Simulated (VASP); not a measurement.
The system is Be4Mo.

```
CELL_PARAMETERS angstrom
3.47957 0.00000 0.00000
0.00000 3.47957 0.00000
0.00000 0.00000 3.61958
ATOMIC_POSITIONS crystal
Be 0.50000 0.50000 0.53199
Be 0.00000 0.50000 0.45746
Be 0.50000 0.50000 0.03733
Be 0.50000 0.00000 0.45746
Mo 0.00000 0.00000 0.01576
```

```yaml
Program: VASP 6.6.1
Task: relaxation of cell and atoms
Functional: PBE
Potentials_or_basis: VASP PAW PBE potentials, release 64 (Be, Mo_sv)
Cutoff: 600 eV
k_mesh: 6 × 6 × 6
Occupations: gaussian, width 0.1 eV
Spin: no spin polarisation
```

At the start: pressure 23.0 GPa; volume 8.76 Å³/atom.

Where does the relaxation end?

Over 22 steps the energy falls by 733.1 meV/atom and the volume is 9.35 Å³/atom (+6.7 %); space group P4mm (No. 99, to 0.1 Å) before, P4/mmm (No. 123, to 0.1 Å).

The path:
```tsv
step	energy change (eV)	largest force (eV/Å)	pressure (GPa)	volume (Å³)
1	0.0000	3.3124	23.01	43.82
2	-0.7839	2.1585	-7.22	52.29
3	-0.7949	1.9628	-4.61	51.18
4	-1.2340	1.9986	-5.55	51.09
5	-1.8429	3.7284	-3.30	50.80
6	-1.8695	3.5803	-4.61	50.87
7	-2.0362	3.2667	-4.24	50.60
8	-2.3696	2.9144	-2.41	49.75
9	-1.7144	5.4586	7.27	47.96
10	-2.3907	3.4266	-1.42	49.47
11	-2.6479	3.0586	-2.58	49.28
12	-3.2053	1.9825	-4.43	48.67
13	-3.4139	2.5725	0.03	47.27
14	-3.4763	1.8090	-2.71	47.76
15	-3.6016	0.9697	-0.99	47.12
16	-3.6415	0.4211	0.85	46.57
17	-3.6421	0.4299	1.14	46.49
18	-3.6564	0.2511	0.23	46.72
19	-3.6628	0.1999	-0.81	47.01
20	-3.6650	0.1144	-0.13	46.81
21	-3.6654	0.0570	0.33	46.67
22	-3.6656	0.0118	0.04	46.75
```

Final structure:
```
Be Mo
1.0
     3.24941    0.00000    0.00000
     0.00000    3.24941    0.00000
     0.00000    0.00000    4.42777
Be Mo
4 1
Direct
  0.50000 0.50000 0.68169
  0.00000 0.50000 0.39992
  0.50000 0.50000 0.11826
  0.50000 0.00000 0.39992
  0.00000 0.00000 0.90021
```

Caveat: a cell axis changed by over 15 % at a fixed basis, so the end point is rough.
